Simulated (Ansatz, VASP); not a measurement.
One calculation of LiF, two programs

INCAR

```
PREC = Accurate
ENCUT = 520
EDIFF = 1E-6
ISMEAR = -1
SIGMA = 0.02
LREAL = F
LASPH = T
NELM = 60
ALGO = Normal
ISIF = 2
LWAVE = F
LCHARG = T
GGA = PE
LELF = T
LVHAR = T
NBANDS = 12
```

The input KPOINTS:

```
Automatic mesh
0
Gamma
  10 10 10
```

Contents of POSCAR:

```
LiF
1.0
    0.0000000000      1.9948691892      1.9948691892
    1.9948691892      0.0000000000      1.9948691892
    1.9948691892      1.9948691892      0.0000000000
Li F
1 1
Direct
    0.0000000000      0.0000000000      0.0000000000
    0.5000000000      0.5000000000      0.5000000000
```

Input for Ansatz:

```yaml
crystal:
  lattice:
    - [0.0, 1.9948691892, 1.9948691892]
    - [1.9948691892, 0.0, 1.9948691892]
    - [1.9948691892, 1.9948691892, 0.0]
  atoms:
    - { symbol: Li, position: [0.0, 0.0, 0.0] }
    - { symbol: F, position: [0.5, 0.5, 0.5] }
kpoints:
  mp_grid: { grid: [10, 10, 10] }
  band_path:
    path:
      - [[0.0, 0.0, 0.0], [0.5, 5.411793190734e-34, 0.5], [0.625, 0.25, 0.625]]
      - [[0.375, 0.375, 0.75], [0.0, 0.0, 0.0], [0.5, 0.5, 0.5], [0.5, 0.25, 0.75], [0.5, 5.411793190734e-34, 0.5]]
    npoints: 10
hamiltonian:
  xc: pbe
scf:
  occupations: { method: fermi_dirac, width: 0.02 }
  n_extra_bands: 4
output:
  forces: true
  stress: true
  eigenvalues: true
```

Alike in both runs: task single point; functional PBE; k mesh 10 × 10 × 10; occupations fermi-dirac, width 0.02 eV; no spin polarisation.

|  | VASP | Ansatz |
| --- | --- | --- |
| version | VASP 6.6.1 | Ansatz 0.2.0 |
| potentials or method | VASP PAW PBE potentials, release 64 (Li_sv, F) | plane waves, PAW |
| plane-wave cutoff (eV) | 520 | 420 |
| valence electrons in the cell | 10 | 10 |

```tsv
	VASP	Ansatz	Ansatz less VASP
gap on the k mesh at the Fermi level (eV)	9.35	9.35	-0.004
```

With one functional, cell and mesh, what is left measures potentials, basis and numerics.

Noted on VASP's run: the cutoff is short for stress, so the pressure is rough.
